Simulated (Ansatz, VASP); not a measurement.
## In2O in VASP and in Ansatz

```
In O
1.0
     3.30822    0.00000    0.00000
    -1.65411    2.86501    0.00000
     0.00000    0.00000   12.32997
In O
4 2
Direct
  0.00000 0.00000 0.38299
  0.00000 0.00000 0.61701
  0.66667 0.33333 0.11410
  0.33333 0.66667 0.88590
  0.66667 0.33333 0.30245
  0.33333 0.66667 0.69755
```

Alike in both runs: functional LDA; k mesh 12 × 12 × 4; occupations fermi-dirac, width 0.15 eV; no spin polarisation.

Ansatz relaxed the structure, and its values are those at the end. VASP's run is a single point on that final structure, the one shown.

```csv
,VASP,Ansatz
version,VASP 6.6.1,Ansatz 0.2.0
potentials or method,"VASP PAW LDA potentials, release 64 (In_d, O), cutoff 520 eV","scalar-relativistic, plane waves, PAW"
valence electrons in the cell,64,64
```

Ansatz gave:

- gap on the k mesh at the Fermi level (eV): none
- pressure (GPa): 0.0
- rms of the force components (eV/Å): 0.000

**Question.** Which values does VASP return?

**Answer.** gap on the k mesh at the Fermi level (eV): none; pressure (GPa): 0.2; rms of the force components (eV/Å): 0.021.

LDA's correlation is that of Perdew and Zunger in VASP and of Perdew and Wang (1992) in Ansatz. A gap of «none» marks a metal or a gap that the smearing closes.
